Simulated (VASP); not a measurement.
# Tm (Pm-3m) in VASP: single point with PBEsol

Aim: the single point of Tm with PBEsol.

All numbers are computed with VASP 6.6.1; they aren't measurements. Logs are shortened: lines on timing, memory, paths and dates and some standing lists are left out, and cuts for length are marked.

### 1 The cell of the first run

Symmetry: Pm-3m, No. 221, cubic system. Conventional cell: a = 3.241 Å, b = 3.241 Å, c = 3.241 Å, α = 90.00°, β = 90.00°, γ = 90.00°. Tm (site symmetry m-3m) has 6 Tm at 3.24 Å within 4.3 Å.

### 2 Single point, PBEsol

INCAR

```
SYSTEM = Tm
PREC = Accurate
ENCUT = 520
EDIFF = 1E-7
ISMEAR = -1
SIGMA = 0.13605693000000002
LREAL = .FALSE.
LASPH = .TRUE.
NELM = 60
ALGO = Normal
ISIF = 2
LWAVE = .FALSE.
LCHARG = .FALSE.
GGA = PS
NBANDS = 18
```

KPOINTS

```
regular mesh
0
G
  10 10 10
  0 0 0
```

POSCAR

```
Tm
1.0
    3.2411990685      0.0000000000      0.0000000000
    0.0000000000      3.2411990685      0.0000000000
    0.0000000000      0.0000000000      3.2411990685
Tm
1
Direct
    0.0000000000      0.0000000000      0.0000000000
```

Potentials or basis: VASP PAW PBE potentials, release 64 (Tm).

Command:

```
cat potpaw_PBE.64/Tm/POTCAR > POTCAR
mpirun -np 1 vasp_std > vasp.out
```

OUTCAR:

```text
SYSTEM = Tm
   PREC = Accurate
   ENCUT = 520
   EDIFF = 1E-7
   ISMEAR = -1
   LREAL = .FALSE.
   LASPH = .TRUE.
   NELM = 60
   ISIF = 2
   GGA = PS

 ion  position               nearest neighbor table
   1  0.000  0.000  0.000-

  LATTYP: Found a simple cubic cell.
 ALAT       =     3.2411990685

  Lattice vectors:

 A1 = (   3.2411990685,   0.0000000000,   0.0000000000)
 A2 = (   0.0000000000,   3.2411990685,   0.0000000000)
 A3 = (   0.0000000000,   0.0000000000,   3.2411990685)

Analysis of symmetry for initial positions (statically):
=====================================================================
 Subroutine PRICEL returns:
 Original cell was already a primitive cell.

 Routine SETGRP: Setting up the symmetry group for a
 simple cubic supercell.

 Subroutine GETGRP returns: Found 48 space group operations
 (whereof 48 operations were pure point group operations)
 out of a pool of 48 trial point group operations.

The static configuration has the point symmetry O_h .

Analysis of symmetry for dynamics (positions and initial velocities):
=====================================================================
 Subroutine PRICEL returns:
 Original cell was already a primitive cell.

 Routine SETGRP: Setting up the symmetry group for a
 simple cubic supercell.

 Subroutine GETGRP returns: Found 48 space group operations
 (whereof 48 operations were pure point group operations)
 out of a pool of 48 trial point group operations.

The dynamic configuration has the point symmetry O_h .

 Subroutine INISYM returns: Found 48 space group operations
 (whereof 48 operations are pure point group operations),
 and found     1 'primitive' translations

----------------------------------------------------------------------------------------

                                     Primitive cell

  volume of cell :      34.0500

  direct lattice vectors                    reciprocal lattice vectors
     3.241199068  0.000000000  0.000000000     0.308527794  0.000000000  0.000000000
     0.000000000  3.241199068  0.000000000     0.000000000  0.308527794  0.000000000
     0.000000000  0.000000000  3.241199068     0.000000000  0.000000000  0.308527794

  length of vectors
     3.241199068  3.241199068  3.241199068     0.308527794  0.308527794  0.308527794

  position of ions in fractional coordinates (direct lattice)
     0.000000000  0.000000000  0.000000000

  ion indices of the primitive-cell ions
   primitive index   ion index
                 1           1

----------------------------------------------------------------------------------------

 KPOINTS: regular mesh

Automatic generation of k-mesh.
 Grid dimensions read from file:
 generate k-points for:   10   10   10

 Generating k-lattice:

  Cartesian coordinates                     Fractional coordinates (reciprocal lattice)
     0.030852779  0.000000000  0.000000000     0.100000000  0.000000000  0.000000000
     0.000000000  0.030852779  0.000000000     0.000000000  0.100000000  0.000000000
     0.000000000  0.000000000  0.030852779     0.000000000  0.000000000  0.100000000

  Length of vectors
     0.030852779  0.030852779  0.030852779

  Shift w.r.t. Gamma in fractional coordinates (k-lattice)
     0.000000000  0.000000000  0.000000000

 Subroutine IBZKPT returns following result:
 ===========================================

 Found     56 irreducible k-points:

 Following reciprocal coordinates:
            Coordinates               Weight
  0.000000  0.000000  0.000000      1.000000
  0.100000  0.000000  0.000000      6.000000
  0.200000  0.000000  0.000000      6.000000
  0.300000  0.000000  0.000000      6.000000
  0.400000  0.000000  0.000000      6.000000
  0.500000  0.000000  0.000000      3.000000
[... 16 lines left out ...]
  0.200000  0.100000  0.100000     24.000000
  0.300000  0.100000  0.100000     24.000000
 [... further k-points ...]
   k-points           NKPTS =     56   k-points in BZ     NKDIM =     56   number of bands    NBANDS=     18
   number of dos      NEDOS =    301   number of ions     NIONS =      1
   total plane-waves  NPLWV =  13824
   dimension x,y,z NGX =    24 NGY =   24 NGZ =   24
   dimension x,y,z NGXF=    48 NGYF=   48 NGZF=   48
   ions per type =               1
   NGX,Y,Z   is equivalent  to a cutoff of  12.31, 12.31, 12.31 a.u.
   NGXF,Y,Z  is equivalent  to a cutoff of  24.62, 24.62, 24.62 a.u.
 SYSTEM =  Tm
   PREC   = accura    normal or accurate (medium, high low for compatibility)
   ISTART =      0    job   : 0-new  1-cont  2-samecut
   ICHARG =      2    charge: 1-file 2-atom 10-const
   ISPIN  =      1    spin polarized calculation?
   LNONCOLLINEAR =      F non collinear calculations
   LSORBIT =      F    spin-orbit coupling
   LASPH  =      T    aspherical Exc in radial PAW
   ENCUT  =  520.0 eV  38.22 Ry    6.18 a.u.   6.03  6.03  6.03*2*pi/ulx,y,z
   NELM   =     60;   NELMIN=  2; NELMDL= -5     # of ELM steps
   EDIFF  = 0.1E-06   stopping-criterion for ELM
   LREAL  =      F    real-space projection
   EDIFFG = 0.1E-05   stopping-criterion for IOM
   NSW    =      0    number of steps for IOM
   IBRION =     -1    ionic relax: 0-MD 1-quasi-New 2-CG
   NFREE  =      0    steps in history (QN), initial steepest desc. (CG)
   ISIF   =      2    stress and relaxation
   ISYM   =      2    0-nonsym 1-usesym 2-fastsym
   POTIM  = 0.5000    time-step for ionic-motion
   TEBEG  =    0.0;   TEEND  =   0.0 temperature during run
   PSTRESS=    0.0 pullay stress
   NELECT =      23.0000    total number of electrons
   NUPDOWN=      -1.0000    fix difference up-down
   EMIN   =  10.00;   EMAX   =-10.00  energy-range for DOS
   EFERMI =   0.00;   METHOD = LEGACY
   ISMEAR =    -1;   SIGMA  =   0.14  broadening in eV -4-tet -1-fermi 0-gaus
   EFERMI_NEDOS =   21; number of points for ismear=-14 and -15
   IALGO  =     38    algorithm
   IMIX   =      4    mixing-type and parameters
     AMIX     =   0.40;   BMIX     =  1.00
     AMIX_MAG =   1.60;   BMIX_MAG =  1.00
  volume/ion in A,a.u.               =      34.05       229.78
  Fermi-wavevector in a.u.,A,eV,Ry     =   1.436410  2.714421 28.072541  2.063274
  Thomas-Fermi vector in A             =   2.555601
   LORBIT       =      0    0 simple, 1 ext, 2 COOP (PROOUT), +10 PAW based schemes
   GGA     = PS    functional components
   LHFCALC =     F    Hartree Fock is set to
   AEXX    =    0.0000 exact exchange contribution
   IVDW    =     0    specifies the selected vdW correction
   LEPSILON=     F    determine dielectric tensor
   LRPA    =     F    only Hartree local field effects (RPA)
 non-spin polarized calculation
  energy-cutoff  :      520.00
  volume of cell :       34.05
 maximum number of plane-waves:       934
   NGX = 13   NGY = 13   NGZ = 13

 number of electron      22.9999988 magnetization

 Free energy of the ion-electron system (eV)
  ---------------------------------------------------
  ext. energy  EPLUGINS =         0.00000000
  ---------------------------------------------------
  free energy    TOTEN  =        -3.94899802 eV

  energy without entropy =       -3.42596481  energy(sigma->0) =       -3.68748141

 E-fermi :   1.5562     XC(G=0):  -9.7870

 val. band max:        1.5374895316   @ k =   0.5000   0.3000   0.0000
 cond. band min:       1.6058059499   @ k =   0.4000   0.4000   0.4000
 fundamental gap:      0.0683164183
 Fermi energy:         1.5562168172

 k-point     1 :       0.0000    0.0000    0.0000
  band No.  band energies     occupation
      1     -48.5485      2.00000
      2     -21.6222      2.00000
      3     -21.6222      2.00000
      4     -21.6222      2.00000
      5      -3.3151      2.00000
      6       1.1779      1.88326
[... 10 lines left out ...]
     17       8.7855      0.00000
     18      12.4671      0.00000

 k-point     2 :       0.1000    0.0000    0.0000
  band No.  band energies     occupation
      1     -48.5447      2.00000
      2     -21.6933      2.00000
      3     -21.6162      2.00000
      4     -21.6162      2.00000
      5      -3.1064      2.00000
      6       1.1632      1.89456
[... 10 lines left out ...]
     17       8.8172      0.00000
     18      11.4813      0.00000

 k-point     3 :       0.2000    0.0000    0.0000
  band No.  band energies     occupation
      1     -48.5349      2.00000
      2     -21.8749      2.00000
      3     -21.6005      2.00000
      4     -21.6005      2.00000
      5      -2.5293      2.00000
      6       1.1333      1.91445
[... 10 lines left out ...]
     17       8.9017      0.00000
     18      10.1624      0.00000

 k-point     4 :       0.3000    0.0000    0.0000
  band No.  band energies     occupation
      1     -48.5227      2.00000
      2     -22.0910      2.00000
      3     -21.5809      2.00000
      4     -21.5809      2.00000
      5      -1.7047      2.00000
      6       1.1067      1.92915
[... 10 lines left out ...]
     17       9.0091      0.00000
     18       9.6731      0.00000

 k-point     5 :       0.4000    0.0000    0.0000
  band No.  band energies     occupation
      1     -48.5128      2.00000
      2     -22.2597      2.00000
      3     -21.5650      2.00000
      4     -21.5650      2.00000
      5      -0.8093      2.00000
      6       1.0594      1.94939
[... 10 lines left out ...]
     17       9.0985      0.00000
     18      10.2957      0.00000

 k-point     6 :       0.5000    0.0000    0.0000
  band No.  band energies     occupation
      1     -48.5090      2.00000
      2     -22.3228      2.00000
      3     -21.5590      2.00000
      4     -21.5590      2.00000
      5      -0.2960      2.00000
      6       0.9949      1.96821
[... 10 lines left out ...]
     17       9.1333      0.00000
     18      10.9911      0.00000

 k-point     7 :       0.1000    0.1000    0.0000
  band No.  band energies     occupation
      1     -48.5410      2.00000
      2     -21.6912      2.00000
      3     -21.6827      2.00000
      4     -21.6102      2.00000
      5      -2.8987      2.00000
      6       1.1604      1.89662
[... 10 lines left out ...]
     17       8.4931      0.00000
     18      11.9459      0.00000

 k-point     8 :       0.2000    0.1000    0.0000
  band No.  band energies     occupation
      1     -48.5312      2.00000
      2     -21.8679      2.00000
      3     -21.6700      2.00000
      4     -21.5946      2.00000
      5      -2.3250      2.00000
      6       1.1353      1.91327
[... 10 lines left out ...]
     17       8.4874      0.00000
     18      10.7191      0.00000
[... 229 lines left out ...]
     17       6.5672      0.00000
     18      10.7234      0.00000

 k-point    20 :       0.5000    0.4000    0.0000
  band No.  band energies     occupation
      1     -48.4742      2.00000
      2     -22.2343      2.00000
      3     -22.1647      2.00000
      4     -21.5049      2.00000
      5       0.4152      1.99954
      6       1.0894      1.93731
[... 10 lines left out ...]
     17       6.5741      0.00000
     18      10.7286      0.00000

 k-point    21 :       0.5000    0.5000    0.0000
  band No.  band energies     occupation
      1     -48.4705      2.00000
      2     -22.2249      2.00000
      3     -22.2249      2.00000
      4     -21.4991      2.00000
      5       0.3002      1.99980
      6       1.0895      1.93728
[... 10 lines left out ...]
     17       6.3796      0.00000
     18      10.7106      0.00000

 k-point    22 :       0.1000    0.1000    0.1000
  band No.  band energies     occupation
      1     -48.5373      2.00000
      2     -21.6890      2.00000
      3     -21.6764      2.00000
      4     -21.6764      2.00000
      5      -2.6920      2.00000
      6       1.1664      1.89222
[... 10 lines left out ...]
     17       7.9383      0.00000
     18      12.2914      0.00000

 k-point    23 :       0.2000    0.1000    0.1000
  band No.  band energies     occupation
      1     -48.5275      2.00000
      2     -21.8609      2.00000
      3     -21.6675      2.00000
      4     -21.6600      2.00000
      5      -2.1225      2.00000
      6       1.1393      1.91082
[... 10 lines left out ...]
     17       7.9952      0.00000
     18      11.2713      0.00000

 k-point    24 :       0.3000    0.1000    0.1000
  band No.  band energies     occupation
      1     -48.5153      2.00000
      2     -22.0748      2.00000
      3     -21.6470      2.00000
      4     -21.6396      2.00000
      5      -1.3094      2.00000
      6       1.1110      1.92694
[... 10 lines left out ...]
     17       8.1427      0.00000
     18      10.4679      0.00000

 [... further k-points ...]
[... 5 lines left out ...]
  --------------------------------------------------------------------------------------
  -------------------------------------------------------------------------------------
  Total       -0.0659393     -0.0659393     -0.0659393      0.0000000      0.0000000      0.0000000
  in kB       -3.1026850     -3.1026850     -3.1026850      0.0000000      0.0000000      0.0000000
  external PRESSURE =      -3.1026850 kB  Pullay stress =       0.0000000 kB

 VOLUME and BASIS-vectors are now :
 -----------------------------------------------------------------------------
  energy-cutoff  :      520.00
  volume of cell :       34.05
      direct lattice vectors                 reciprocal lattice vectors
     3.241199068  0.000000000  0.000000000     0.308527794  0.000000000  0.000000000
     0.000000000  3.241199068  0.000000000     0.000000000  0.308527794  0.000000000
     0.000000000  0.000000000  3.241199068     0.000000000  0.000000000  0.308527794

 POSITION                                       TOTAL-FORCE (eV/Angst)
 -----------------------------------------------------------------------------------
      0.00000      0.00000      0.00000         0.000000      0.000000      0.000000
 -----------------------------------------------------------------------------------
    total drift:                                0.000000     -0.000000      0.000000

  FREE ENERGIE OF THE ION-ELECTRON SYSTEM (eV)
  ---------------------------------------------------
  free  energy   TOTEN  =        -3.9489980191 eV

  energy  without entropy=       -3.4259648093  energy(sigma->0) =       -3.68748141
```

Run time: 32 s. Hardware: 1 thread of Intel Xeon Platinum 8559C (Emerald Rapids), shared host; peak memory 0.17 GiB.

Results:

* Free energy: -3.9490 eV
* Pressure: -0.3 GPa

Caveat: the PAW data sets were made with another functional, which shifts forces and pressure a little; spin-orbit coupling is left out, which moves the levels of the heavy elements.
